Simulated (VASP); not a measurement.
# ZrTaN (P4_2/mmc) in VASP: further runs

The runs below take ZrTaN through single point, with PBE.

Program: VASP 6.6.1. These are calculated values, not measurements. Logs are shortened: lines on timing, memory, paths and dates and some standing lists are left out, and cuts for length are marked.

**1. The cell of the first run**

It takes space group P4_2/mmc (No. 131, tetragonal). The conventional cell has a = 3.512 Å, b = 3.512 Å, c = 6.610 Å, α = 90.00°, β = 90.00°, γ = 90.00°. Zr (site symmetry -4m2) has 4 N at 2.41 Å and 8 Ta at 2.98 Å within 3.2 Å. Within 2.3 Å of Ta (site symmetry mmm) lie 2 N at 1.76 Å. N (site symmetry mmm) has 2 Ta at 1.76 Å within 2.3 Å.

**2. Single point, PBE**

INCAR

```
SYSTEM = ZrTaN
ALGO = Normal
EDIFF = 1E-6
ENCUT = 520
GGA = PE
ISIF = 2
ISMEAR = 0
LASPH = .True.
LCHARG = .False.
LREAL = .False.
LWAVE = .False.
NBANDS = 37
NELM = 60
PREC = Accurate
SIGMA = 0.1
```

KPOINTS

```
k-points
0
Gamma
  6 6 4
  0 0 0
```

POSCAR

```
ZrTaN
1.0
    3.5123314200      0.0000000000      0.0000000000
    0.0000000000      3.5123314200      0.0000000000
    0.0000000000      0.0000000000      6.6100430400
Zr Ta N
2 2 2
Direct
    0.0000000000      0.0000000000      0.7500000000
    0.0000000000      0.0000000000      0.2500000000
    0.5000000000      0.5000000000      0.0000000000
    0.5000000000      0.5000000000      0.5000000000
    0.5000000000      0.0000000000      0.5000000000
    0.0000000000      0.5000000000      0.0000000000
```

Potentials or basis: VASP PAW PBE potentials, release 64 (Zr_sv, Ta_pv, N).

The run is started by

```sh
$ cat potpaw_PBE.64/Zr_sv/POTCAR potpaw_PBE.64/Ta_pv/POTCAR potpaw_PBE.64/N/POTCAR > POTCAR
$ mpirun -np 1 vasp_std > vasp.out
```

OUTCAR:

```text
SYSTEM = ZrTaN
   EDIFF = 1E-6
   ENCUT = 520
   GGA = PE
   ISIF = 2
   ISMEAR = 0
   LASPH = .True.
   LREAL = .False.
   NELM = 60
   PREC = Accurate

 ion  position               nearest neighbor table
   1  0.000  0.000  0.750-   5 2.41   6 2.41   6 2.41   5 2.41   3 2.98   4 2.98   3 2.98   3 2.98
                             4 2.98   4 2.98   3 2.98   4 2.98   2 3.31   2 3.31
   2  0.000  0.000  0.250-   5 2.41   6 2.41   6 2.41   5 2.41   3 2.98   4 2.98   3 2.98   3 2.98
                             4 2.98   4 2.98   3 2.98   4 2.98   1 3.31   1 3.31
   3  0.500  0.500  0.000-   6 1.76   6 1.76   1 2.98   1 2.98   2 2.98   1 2.98   2 2.98   2 2.98
                             1 2.98   2 2.98   4 3.31   4 3.31
   4  0.500  0.500  0.500-   5 1.76   5 1.76   1 2.98   1 2.98   2 2.98   2 2.98   1 2.98   2 2.98
                             1 2.98   2 2.98   3 3.31   3 3.31
   5  0.500  0.000  0.500-   4 1.76   4 1.76   1 2.41   2 2.41   1 2.41   2 2.41
   6  0.000  0.500  0.000-   3 1.76   3 1.76   1 2.41   1 2.41   2 2.41   2 2.41

  LATTYP: Found a simple tetragonal cell.
 ALAT       =     3.5123314200
 C/A-ratio  =     1.8819531102

  Lattice vectors:

 A1 = (   3.5123314200,   0.0000000000,   0.0000000000)
 A2 = (   0.0000000000,   3.5123314200,   0.0000000000)
 A3 = (   0.0000000000,   0.0000000000,   6.6100430400)

Analysis of symmetry for initial positions (statically):
=====================================================================
 Subroutine PRICEL returns:
 Original cell was already a primitive cell.

 Routine SETGRP: Setting up the symmetry group for a
 simple tetragonal supercell.

 Subroutine GETGRP returns: Found 16 space group operations
 (whereof  8 operations were pure point group operations)
 out of a pool of 16 trial point group operations.

The static configuration has the point symmetry D_2h.
 The point group associated with its full space group is D_4h.

Analysis of symmetry for dynamics (positions and initial velocities):
=====================================================================
 Subroutine PRICEL returns:
 Original cell was already a primitive cell.

 Routine SETGRP: Setting up the symmetry group for a
 simple tetragonal supercell.

 Subroutine GETGRP returns: Found 16 space group operations
 (whereof  8 operations were pure point group operations)
 out of a pool of 16 trial point group operations.

The dynamic configuration has the point symmetry D_2h.
 The point group associated with its full space group is D_4h.

 Subroutine INISYM returns: Found 16 space group operations
 (whereof  8 operations are pure point group operations),
 and found     1 'primitive' translations

----------------------------------------------------------------------------------------

                                     Primitive cell

  volume of cell :      81.5446

  direct lattice vectors                    reciprocal lattice vectors
     3.512331420  0.000000000  0.000000000     0.284711173  0.000000000  0.000000000
     0.000000000  3.512331420  0.000000000     0.000000000  0.284711173  0.000000000
     0.000000000  0.000000000  6.610043040     0.000000000  0.000000000  0.151284945

  length of vectors
     3.512331420  3.512331420  6.610043040     0.284711173  0.284711173  0.151284945

  position of ions in fractional coordinates (direct lattice)
     0.000000000  0.000000000  0.750000000
     0.000000000  0.000000000  0.250000000
     0.500000000  0.500000000  0.000000000
     0.500000000  0.500000000  0.500000000
     0.500000000  0.000000000  0.500000000
     0.000000000  0.500000000  0.000000000

  ion indices of the primitive-cell ions
   primitive index   ion index
                 1           1
                 2           2
                 3           3
                 4           4
                 5           5
                 6           6

----------------------------------------------------------------------------------------

 KPOINTS: k-points

Automatic generation of k-mesh.
 Grid dimensions read from file:
 generate k-points for:    6    6    4

 Generating k-lattice:

  Cartesian coordinates                     Fractional coordinates (reciprocal lattice)
     0.047451862  0.000000000  0.000000000     0.166666667  0.000000000  0.000000000
     0.000000000  0.047451862  0.000000000     0.000000000  0.166666667  0.000000000
     0.000000000  0.000000000  0.037821236     0.000000000  0.000000000  0.250000000

  Length of vectors
     0.047451862  0.047451862  0.037821236

  Shift w.r.t. Gamma in fractional coordinates (k-lattice)
     0.000000000  0.000000000  0.000000000

 Subroutine IBZKPT returns following result:
 ===========================================

 Found     30 irreducible k-points:

 Following reciprocal coordinates:
            Coordinates               Weight
  0.000000  0.000000  0.000000      1.000000
  0.166667  0.000000  0.000000      4.000000
  0.333333  0.000000  0.000000      4.000000
  0.500000  0.000000  0.000000      2.000000
  0.166667  0.166667  0.000000      4.000000
  0.333333  0.166667  0.000000      8.000000
[... 16 lines left out ...]
  0.333333  0.000000  0.500000      4.000000
  0.500000  0.000000  0.500000      2.000000
 [... further k-points ...]
   k-points           NKPTS =     30   k-points in BZ     NKDIM =     30   number of bands    NBANDS=     37
   number of dos      NEDOS =    301   number of ions     NIONS =      6
   total plane-waves  NPLWV =  39200
   dimension x,y,z NGX =    28 NGY =   28 NGZ =   50
   dimension x,y,z NGXF=    56 NGYF=   56 NGZF=  100
   ions per type =               2   2   2
   NGX,Y,Z   is equivalent  to a cutoff of  13.25, 13.25, 12.58 a.u.
   NGXF,Y,Z  is equivalent  to a cutoff of  26.51, 26.51, 25.15 a.u.
 SYSTEM =  ZrTaN
   PREC   = accura    normal or accurate (medium, high low for compatibility)
   ISTART =      0    job   : 0-new  1-cont  2-samecut
   ICHARG =      2    charge: 1-file 2-atom 10-const
   ISPIN  =      1    spin polarized calculation?
   LNONCOLLINEAR =      F non collinear calculations
   LSORBIT =      F    spin-orbit coupling
   LASPH  =      T    aspherical Exc in radial PAW
   ENCUT  =  520.0 eV  38.22 Ry    6.18 a.u.   6.53  6.53 12.29*2*pi/ulx,y,z
   NELM   =     60;   NELMIN=  2; NELMDL= -5     # of ELM steps
   EDIFF  = 0.1E-05   stopping-criterion for ELM
   LREAL  =      F    real-space projection
   EDIFFG = 0.1E-04   stopping-criterion for IOM
   NSW    =      0    number of steps for IOM
   IBRION =     -1    ionic relax: 0-MD 1-quasi-New 2-CG
   NFREE  =      0    steps in history (QN), initial steepest desc. (CG)
   ISIF   =      2    stress and relaxation
   ISYM   =      2    0-nonsym 1-usesym 2-fastsym
   POTIM  = 0.5000    time-step for ionic-motion
   TEBEG  =    0.0;   TEEND  =   0.0 temperature during run
   PSTRESS=    0.0 pullay stress
   NELECT =      56.0000    total number of electrons
   NUPDOWN=      -1.0000    fix difference up-down
   EMIN   =  10.00;   EMAX   =-10.00  energy-range for DOS
   EFERMI =   0.00;   METHOD = LEGACY
   ISMEAR =     0;   SIGMA  =   0.10  broadening in eV -4-tet -1-fermi 0-gaus
   EFERMI_NEDOS =   21; number of points for ismear=-14 and -15
   IALGO  =     38    algorithm
   IMIX   =      4    mixing-type and parameters
     AMIX     =   0.40;   BMIX     =  1.00
     AMIX_MAG =   1.60;   BMIX_MAG =  1.00
  volume/ion in A,a.u.               =      13.59        91.72
  Fermi-wavevector in a.u.,A,eV,Ry     =   1.444350  2.729426 28.383748  2.086147
  Thomas-Fermi vector in A             =   2.562655
   LORBIT       =      0    0 simple, 1 ext, 2 COOP (PROOUT), +10 PAW based schemes
   GGA     = PE    functional components
   LHFCALC =     F    Hartree Fock is set to
   AEXX    =    0.0000 exact exchange contribution
   IVDW    =     0    specifies the selected vdW correction
   LEPSILON=     F    determine dielectric tensor
   LRPA    =     F    only Hartree local field effects (RPA)
 non-spin polarized calculation
 Gauss-broadening in eV      SIGMA  =   0.10
  energy-cutoff  :      520.00
  volume of cell :       81.54
 maximum number of plane-waves:      2232
 NGX is ok and might be reduce to    28
   NGX = 13   NGY = 13   NGZ = 25

 number of electron      55.9999993 magnetization

 Free energy of the ion-electron system (eV)
  ---------------------------------------------------
  ext. energy  EPLUGINS =         0.00000000
  ---------------------------------------------------
  free energy    TOTEN  =       -56.51586563 eV

  energy without entropy =      -56.50766158  energy(sigma->0) =      -56.51176360

 E-fermi :   9.4942     XC(G=0): -12.6224

 val. band max:        9.4722653042   @ k =   0.0000   0.0000   0.5000
 cond. band min:       9.5377416922   @ k =   0.3333   0.1667   0.0000
 fundamental gap:      0.0654763880
 Fermi energy:         9.4942023009

 k-point     1 :       0.0000    0.0000    0.0000
  band No.  band energies     occupation
      1     -39.2933      2.00000
      2     -39.2571      2.00000
      3     -25.2015      2.00000
      4     -25.2015      2.00000
      5     -24.3908      2.00000
      6     -24.2219      2.00000
[... 29 lines left out ...]
     36      12.0635      0.00000
     37      13.1419      0.00000

 k-point     2 :       0.1667    0.0000    0.0000
  band No.  band energies     occupation
      1     -39.2897      2.00000
      2     -39.2524      2.00000
      3     -25.2820      2.00000
      4     -25.1973      2.00000
      5     -24.3946      2.00000
      6     -24.2517      2.00000
[... 29 lines left out ...]
     36      13.3282      0.00000
     37      13.3548      0.00000

 k-point     3 :       0.3333    0.0000    0.0000
  band No.  band energies     occupation
      1     -39.2826      2.00000
      2     -39.2430      2.00000
      3     -25.4371      2.00000
      4     -25.1888      2.00000
      5     -24.4026      2.00000
      6     -24.3102      2.00000
[... 29 lines left out ...]
     36      13.1301      0.00000
     37      13.4302      0.00000
[... 761 lines left out ...]
 k-point    23 :       0.3333    0.0000    0.5000
  band No.  band energies     occupation
      1     -39.2631      2.00000
      2     -39.2625      2.00000
      3     -25.4367      2.00000
      4     -25.1887      2.00000
      5     -24.3131      2.00000
      6     -24.2973      2.00000
[... 29 lines left out ...]
     36      12.8500      0.00000
     37      12.9889      0.00000

 k-point    24 :       0.5000    0.0000    0.5000
  band No.  band energies     occupation
      1     -39.2591      2.00000
      2     -39.2583      2.00000
      3     -25.5113      2.00000
      4     -25.1844      2.00000
      5     -24.3386      2.00000
      6     -24.2984      2.00000
[... 29 lines left out ...]
     36      13.8787      0.00000
     37      13.8931      0.00000

 [... further k-points ...]
[... 5 lines left out ...]
  --------------------------------------------------------------------------------------
  -------------------------------------------------------------------------------------
  Total       48.6975381     48.6975381      5.3307616      0.0000000      0.0000000      0.0000000
  in kB      956.8025482    956.8025482    104.7380721      0.0000000      0.0000000      0.0000000
  external PRESSURE =     672.7810562 kB  Pullay stress =       0.0000000 kB

 VOLUME and BASIS-vectors are now :
 -----------------------------------------------------------------------------
  energy-cutoff  :      520.00
  volume of cell :       81.54
      direct lattice vectors                 reciprocal lattice vectors
     3.512331420  0.000000000  0.000000000     0.284711173  0.000000000  0.000000000
     0.000000000  3.512331420  0.000000000     0.000000000  0.284711173  0.000000000
     0.000000000  0.000000000  6.610043040     0.000000000  0.000000000  0.151284945

 POSITION                                       TOTAL-FORCE (eV/Angst)
 -----------------------------------------------------------------------------------
      0.00000      0.00000      4.95753         0.000000     -0.000000      0.000000
      0.00000      0.00000      1.65251        -0.000000      0.000000      0.000000
      1.75617      1.75617      0.00000        -0.000000      0.000000     -0.000000
      1.75617      1.75617      3.30502        -0.000000      0.000000     -0.000000
      1.75617      0.00000      3.30502        -0.000000      0.000000     -0.000000
      0.00000      1.75617      0.00000        -0.000000      0.000000     -0.000000
 -----------------------------------------------------------------------------------
    total drift:                                0.000000      0.000000      0.000000

  FREE ENERGIE OF THE ION-ELECTRON SYSTEM (eV)
  ---------------------------------------------------
  free  energy   TOTEN  =       -56.5158656251 eV

  energy  without entropy=      -56.5076615792  energy(sigma->0) =      -56.51176360
```

Run time: 36 s. Hardware: 1 thread of Intel Xeon Platinum 8559C (Emerald Rapids), shared host; peak memory 0.23 GiB.

Results:

```
Free energy            : -56.5159 eV
Pressure               : 67.3 GPa
Band gap on the k mesh : zero (band 28 reaches 9.54 eV, above the bottom of band 29 at 9.32 eV)
```

Stress tensor (GPa, compression positive):
```
95.68  0.00  0.00
 0.00 95.68  0.00
 0.00  0.00 10.47
```

Levels at points of the mesh, in eV from the Fermi level:
| k point | band 24 | band 25 | band 26 | band 27 | band 28 | band 29 | band 30 | band 31 | band 32 | band 33 |
| --- | --- | --- | --- | --- | --- | --- | --- | --- | --- | --- |
| (0.00, 0.00, 0.00) | -0.82 | -0.82 | -0.63 | -0.16 | -0.16 | 0.42 | 0.42 | 0.52 | 1.18 | 1.86 |
| (0.50, 0.00, 0.00) | -2.13 | -1.32 | -1.21 | -1.10 | -1.06 | 1.09 | 1.18 | 1.72 | 2.07 | 2.48 |
| (0.50, 0.50, 0.00) | -1.41 | -1.23 | -1.23 | -0.82 | -0.82 | 2.10 | 2.92 | 3.31 | 3.81 | 4.07 |
| (0.00, 0.00, 0.50) | -2.71 | -1.08 | -1.08 | -0.02 | -0.02 | 0.11 | 0.11 | 0.37 | 0.37 | 1.59 |
| (0.50, 0.00, 0.50) | -1.64 | -1.56 | -1.44 | -1.32 | -0.10 | 0.24 | 0.44 | 0.84 | 1.13 | 2.45 |
| (0.50, 0.50, 0.50) | -3.02 | -1.25 | -1.25 | -0.72 | -0.72 | 2.87 | 2.87 | 3.32 | 3.32 | 3.65 |

Caveat: spin-orbit coupling is left out, which moves the levels of the heavy elements.

(Continued in part 2 of 2.)
